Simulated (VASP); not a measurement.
Set up this calculation in VASP 6.6.1, as the native input.

| Item | Value |
| --- | --- |
| Task | single point |
| Functional | r2SCAN |
| Potentials or basis | VASP PAW PBE potentials, release 64 (Hg, Te) |
| Cutoff | 520 eV |
| k mesh | 1 × 1 × 13 |
| Occupations | gaussian, width 0.05 eV |
| Spin | collinear spin |
| Starting moments | [0.5, 0.5, 0.5, 0.5] μB |
| Dipole correction | no |
| Further INCAR settings | ALGO = Normal; EDIFF = 1e-07; NBANDS = 30 |

System: HgTe, a wire with vacuum.

```
Hg Te
1.0
    11.70000    0.00000    0.00000
     0.00000    9.30000    0.00000
     0.00000    0.00000    5.38965
Hg Te
2 2
Direct
  0.41173 0.50000 0.00000
  0.58827 0.50000 0.50000
  0.34630 0.50000 0.50000
  0.65370 0.50000 0.00000
```

The input as run:

POSCAR

```
HgTe
1.0
   11.7000000000      0.0000000000      0.0000000000
    0.0000000000      9.3000000000      0.0000000000
    0.0000000000      0.0000000000      5.3896494581
Hg Te
2 2
Direct
    0.4117282532      0.5000000000      0.0000000000
    0.5882717468      0.5000000000      0.5000000000
    0.3462979301      0.5000000000      0.5000000000
    0.6537020699      0.5000000000      0.0000000000
```

INCAR.step1

```
PREC     = Accurate       # precision mode
ENCUT    = 520            # plane-wave cutoff, eV
ISMEAR   = 0              # smearing method
SIGMA    = 0.05           # smearing width, eV
LREAL    = F              # projectors in reciprocal space
LASPH    = T              # aspherical terms in the spheres
NELM     = 150            # most SCF steps
ISPIN    = 2              # spin polarisation
MAGMOM   = 0.5 0.5 0.5 0.5 # initial moments
NBANDS   = 30             # bands
GGA      = PE             # functional
ALGO     = Normal         # electronic algorithm
EDIFF    = 1E-4           # SCF threshold, eV
LWAVE    = T              # write WAVECAR
LCHARG   = F              # write CHGCAR
```

INCAR.step2

```
PREC     = Accurate       # precision mode
ENCUT    = 520            # plane-wave cutoff, eV
EDIFF    = 1E-7           # SCF threshold, eV
ISMEAR   = 0              # smearing method
SIGMA    = 0.05           # smearing width, eV
LREAL    = F              # projectors in reciprocal space
LASPH    = T              # aspherical terms in the spheres
NELM     = 150            # most SCF steps
ALGO     = Normal         # electronic algorithm
ISIF     = 2              # what is computed and relaxed
LWAVE    = F              # write WAVECAR
LCHARG   = F              # write CHGCAR
ISPIN    = 2              # spin polarisation
MAGMOM   = 0.5 0.5 0.5 0.5 # initial moments
LORBIT   = 11             # projections on sites
METAGGA  = R2SCAN         # meta-GGA
LMIXTAU  = T            
NBANDS   = 30             # bands
ISTART   = 1
```

KPOINTS

```
regular mesh
0
Gamma
  1 1 13
```

Potentials or basis: VASP PAW PBE potentials, release 64 (Hg, Te).

Command:

```console
$ cat potpaw_PBE.64/Hg/POTCAR potpaw_PBE.64/Te/POTCAR > POTCAR
$ cp INCAR.step1 INCAR
$ mpirun -np 1 vasp_std > vasp.out
$ cp INCAR.step2 INCAR
$ mpirun -np 1 vasp_std > vasp.out
```

Results of the run:

```yaml
Largest_force: 0.034 eV/Å
Band_gap_on_the_k_mesh: 0.42 eV (least direct gap 0.65 eV)
Net_moment: 0.00 μB per cell
Valence_electrons_inside_the_program's_atomic_spheres: Hg 10.45; Te 3.37
```

Caveat: the PAW data sets were made with another functional, which shifts forces and pressure a little; spin-orbit coupling is left out, which moves the levels of the heavy elements.

Wall time 19 min on 1 thread of AMD EPYC 9R45 96-Core Processor (Zen 5), with other jobs on the host, peak memory 0.93 GiB.
